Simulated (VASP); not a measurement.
Set up this calculation in VASP 6.6.1, as the native input.

```yaml
Task: single point
Functional: PBE
Potentials_or_basis: VASP PAW PBE potentials, release 64 (Na_pv, Er_3, Br), 4f in core
Cutoff: 500 eV
k_mesh: 6 × 6 × 4
Occupations: gaussian, width 0.02 eV
Spin: no spin polarisation
Dipole_correction: no
Mended: yes
Further_INCAR_settings: ALGO = Normal; EDIFF = 1e-06; NBANDS = 31
```

The structure of NaErBr4 lies in POSCAR:

```
NaErBr4
1.0
    4.9431852599      0.0000000000      0.0000000000
    0.0000000000      4.9431852599      0.0000000000
    0.0000000000      0.0000000000      7.2806903884
Na Er Br
1 1 4
Direct
    0.0000000000      0.0000000000      0.5000000000
    0.5000000000      0.5000000000      0.0000000000
    0.0000000000      0.5000000000      0.2321389615
    0.5000000000      0.0000000000      0.2321389615
    0.0000000000      0.5000000000      0.7678610385
    0.5000000000      0.0000000000      0.7678610385
```

The cell was built from a structure type or drawn by symmetry, and may not be a known phase.

The input as run:

INCAR

```
SYSTEM = NaErBr4
PREC = Accurate
ENCUT = 500
EDIFF = 1E-6
ISMEAR = 0
SIGMA = 0.02
LREAL = .FALSE.
LASPH = .TRUE.
NELM = 200
ALGO = Normal
ISIF = 2
LWAVE = .FALSE.
LCHARG = .FALSE.
GGA = PE
NBANDS = 31
GGA_COMPAT = .FALSE.
LMAXMIX = 6
```

KPOINTS

```
regular mesh
0
G
  6 6 4
  0 0 0
```

Potentials or basis: VASP PAW PBE potentials, release 64 (Na_pv, Er_3, Br), 4f in core.

Launch:

```sh
$ cat potpaw_PBE.64/Na_pv/POTCAR potpaw_PBE.64/Er_3/POTCAR potpaw_PBE.64/Br/POTCAR > POTCAR
$ mpirun -np 1 vasp_std > vasp.out
```

Results of the run:

```
Pressure               : 0.0 GPa
Largest force          : 0.004 eV/Å
Band gap on the k mesh : 2.28 eV (least direct gap 2.73 eV)
```

Caveat: spin-orbit coupling is left out, which moves the levels of the heavy elements; the 4f electrons are frozen in the core, so they carry no moment and show no levels.

Run time: 60 s on 1 thread of Intel(R) Xeon(R) 6975P-C (Granite Rapids), with other jobs on the host, peak memory 0.34 GiB.
